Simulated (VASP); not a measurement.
A run of VASP 6.6.1 is set up as follows.

INCAR

```
ALGO = Normal
EDIFF = 1E-6
ENCUT = 520
GGA = CA
ISIF = 2
ISMEAR = -1
LASPH = T
LCHARG = F
LREAL = F
LWAVE = F
NBANDS = 11
NELM = 60
PREC = Accurate
SIGMA = 0.05
```

The input KPOINTS:

```
k-points
0
Gamma
  12 12 12
```

The input POSCAR:

```
BN
1.0
    1.2255815191      0.7075898200      3.3040796871
   -1.2255815191      0.7075898200      3.3040796871
    0.0000000000     -1.4151796399      3.3040796871
N B
1 1
Direct
    0.6672382000      0.6672382000      0.6672382000
    0.0003288000      0.0003288000      0.0003288000
```

Potentials or basis: VASP PAW LDA potentials, release 64 (N, B).

The run is started by

```sh
$ cat potpaw_LDA.64/N/POTCAR potpaw_LDA.64/B/POTCAR > POTCAR
$ mpirun -np 1 vasp_std > vasp.out
```

Task: Estimate the pressure.

Result: 12.4 GPa.

Task: Predict the band gap on the k mesh.

Result: 4.16 eV, indirect (least direct gap 4.70 eV).

Stress tensor (GPa, compression positive):
```
18.92  0.00  0.00
 0.00 18.92  0.00
 0.00  0.00 -0.77
```

 A k mesh can miss the band edges.
